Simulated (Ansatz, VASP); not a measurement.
## Si2W in VASP and in Ansatz

INCAR

```
  ALGO = Normal
  EDIFF = 1E-6
  EDIFFG = -0.01
  ENCUT = 600
  GGA = PE
  IBRION = 2
  ISIF = 3
  ISMEAR = 1
  LASPH = True
  LCHARG = False
  LREAL = False
  LWAVE = False
  NELM = 60
  NSW = 100
  PREC = Accurate
  SIGMA = 0.05
```

Contents of KPOINTS:

```
k-points
0
Gamma
  10 10 10
```

File POSCAR:

```
Si2W
1.0
   -1.6069000000      1.6069000000      3.9149500000
    1.6069000000     -1.6069000000      3.9149500000
    1.6069000000      1.6069000000     -3.9149500000
Si W
2 1
Direct
    0.3299112200      0.3308179600      0.0035361900
    0.6828718600      0.6623554500      0.0128435600
   -0.0075508700      0.0008153000     -0.0114258700
```

Input for Ansatz:

```yaml
crystal:
  lattice:
    - [-1.6069, 1.6069, 3.91495]
    - [1.6069, -1.6069, 3.91495]
    - [1.6069, 1.6069, -3.91495]
  atoms:
    - { symbol: Si, position: [0.32991122, 0.33081796, 0.00353619] }
    - { symbol: Si, position: [0.68287186, 0.66235545, 0.01284356] }
    - { symbol: W, position: [-0.00755087, 0.0008153, -0.01142587] }
kpoints:
  mp_grid: { grid: [10, 10, 10] }
scf:
  occupations: { method: methfessel_paxton, width: 0.05 }
hamiltonian:
  xc: pbe
  pseudopotentials: { kind: paw }
output:
  forces: true
  stress: true
  efg: { contact_densities: true }
  write_density: true
  write_potential: true
  elf: true
  volumetric_format: npy
relax:
  f_tol: 0.01
  max_steps: 80
  cell: {}
```

Alike in both runs: task relaxation of cell and atoms; functional PBE; k mesh 10 × 10 × 10; occupations methfessel-paxton of order 1, width 0.05 eV; no spin polarisation.

```csv
,VASP,Ansatz
version,VASP 6.6.1,Ansatz 0.2.0
potentials or method,"VASP PAW PBE potentials, release 64 (Si, W_sv)","PAW with Ansatz's default frozen-core files, scalar-relativistic"
plane-wave cutoff (eV),600,420
valence electrons in the cell,22,22
```

VASP gave:

| Item | Value |
| --- | --- |
| gap on the k mesh at the Fermi level, each at its own relaxed structure (eV) | none |
| relaxed volume (Å³/atom) | 13.69 |
| relaxed length of the cell vector where the two differ most in proportion (Å) | 4.548 |

Question: What did Ansatz give for the same quantities?

Answer: gap on the k mesh at the Fermi level, each at its own relaxed structure (eV): none; relaxed volume (Å³/atom): 13.68; relaxed length of the cell vector where the two differ most in proportion (Å): 4.547.

A gap of «none» marks a metal or a gap that the smearing closes.

Neither program's run includes spin-orbit coupling.
